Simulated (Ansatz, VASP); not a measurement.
Be2C in VASP and in Ansatz

INCAR

```
SYSTEM = Be2C
ALGO     = Normal         ! electronic algorithm
EDIFF    = 1E-6           ! SCF threshold, eV
ENCUT    = 600            ! plane-wave cutoff, eV
GGA      = PE             ! functional
GGA_COMPAT= .FALSE.      
ISIF     = 2              ! what is computed and relaxed
ISMEAR   = 0              ! smearing method
LASPH    = .TRUE.         ! aspherical terms in the spheres
LCHARG   = .FALSE.        ! write CHGCAR
LREAL    = .FALSE.        ! projectors in reciprocal space
LWAVE    = .FALSE.        ! write WAVECAR
NBANDS   = 11             ! bands
NELM     = 120            ! most SCF steps
PREC     = Accurate       ! precision mode
SIGMA    = 0.01           ! smearing width, eV
```

File KPOINTS:

```
k-points
0
G
  10 10 10
  0 0 0
```

POSCAR

```
Be2C
1.0
    0.0000000000      2.1604856482      2.1604856482
    2.1604856482      0.0000000000      2.1604856482
    2.1604856482      2.1604856482      0.0000000000
C Be
1 2
Direct
    0.0000000000      0.0000000000      0.0000000000
    0.2500000000      0.2500000000      0.2500000000
    0.7500000000      0.7500000000      0.7500000000
```

Input for Ansatz:

```yaml
crystal:
  lattice:
    - [0.0, 2.1604856482, 2.1604856482]
    - [2.1604856482, 0.0, 2.1604856482]
    - [2.1604856482, 2.1604856482, 0.0]
  atoms:
    - { symbol: C, position: [0.0, 0.0, 0.0] }
    - { symbol: Be, position: [0.25, 0.25, 0.25] }
    - { symbol: Be, position: [0.75, 0.75, 0.75] }
kpoints:
  mp_grid: { grid: [10, 10, 10] }
  band_path:
    path:
      - [0.0, 0.0, 0.0]
      - [0.5, 0.0, 0.5]
      - [0.625, 0.25, 0.625]
      - [0.375, 0.375, 0.75]
      - [0.5, 0.5, 0.5]
      - [0.5, 0.25, 0.75]
      - [0.0, 0.5, 0.5]
    npoints: 1
hamiltonian:
  xc: pbe
scf:
  occupations: { method: fixed }
  n_extra_bands: 4
output:
  forces: true
  stress: true
  eigenvalues: true
```

Alike in both runs: task single point; functional PBE; k mesh 10 × 10 × 10; no spin polarisation.

|  | VASP | Ansatz |
| --- | --- | --- |
| version | VASP 6.6.1 | Ansatz 0.2.0 |
| potentials or method | VASP PAW PBE potentials, release 64 (C, Be) | plane waves, PAW |
| plane-wave cutoff (eV) | 600 | 420 |
| occupations | gaussian, width 0.01 eV | fixed |
| valence electrons in the cell | 8 | 8 |

```tsv
	VASP	Ansatz	Ansatz less VASP
gap on the k mesh at the Fermi level (eV)	1.16	1.17	+0.013
pressure (GPa)	1.3	1.1	-0.26
```
